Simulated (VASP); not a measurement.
A run of VASP 6.6.1 is set up as follows.

INCAR

```
SYSTEM = SiO2
ALGO = Normal ; EDIFF = 1E-7
ENCUT = 520 ; GGA = PS
ISIF = 2 ; ISMEAR = 0
LASPH = .True. ; LCHARG = .True.
LELF = .True. ; LREAL = Auto
LVHAR = .True. ; LWAVE = .False.
NBANDS = 63 ; NELM = 80
PREC = Accurate ; SIGMA = 0.05
```

The input KPOINTS:

```
k-points
0
Gamma
  4 4 4
  0 0 0
```

Contents of POSCAR:

```
SiO2
1.0
    3.2005879154     -8.1284566593      0.0000000000
    3.2005879154      8.1284566593      0.0000000000
    0.0000000000      0.0000000000      5.2514179063
Si O
6 12
Direct
    0.0102808395      0.4026121463      0.2500000000
    0.4026121463      0.0102808395      0.7500000000
    0.5973878537      0.9897191605      0.2500000000
    0.9897191605      0.5973878537      0.7500000000
    0.4430221731      0.5569778269      0.2500000000
    0.5569778269      0.4430221731      0.7500000000
    0.0000000000      0.5000000000      0.5000000000
    0.5000000000      0.0000000000      0.5000000000
    0.5000000000      0.0000000000      0.0000000000
    0.0000000000      0.5000000000      0.0000000000
    0.2099831976      0.4362740928      0.2500000000
    0.4362740928      0.2099831976      0.7500000000
    0.5637259072      0.7900168024      0.2500000000
    0.7900168024      0.5637259072      0.7500000000
    0.8307346196      0.1692653804      0.2500000000
    0.1692653804      0.8307346196      0.7500000000
    0.5000000000      0.5000000000      0.0000000000
    0.5000000000      0.5000000000      0.5000000000
```

Potentials or basis: VASP PAW PBE potentials, release 64 (Si, O).

Command:

```console
$ cat potpaw_PBE.64/Si/POTCAR potpaw_PBE.64/O/POTCAR > POTCAR
$ mpirun -np 1 vasp_std > vasp.out
```

Q: What does it give for the pressure?

A: 36.1 GPa.

Q: Predict the largest force.

A: 12.519 eV/Å.

Stress tensor (GPa, compression positive):
```
78.84  0.00  0.00
 0.00 25.93  0.00
 0.00  0.00  3.56
```

Caveat: the cell differs from its parent crystal (strain -0.1500 x Voigt [1, 0, 0, 0, 0, 0]); the cell stands under pressure; the PAW data sets were made with another functional, which shifts forces and pressure a little.
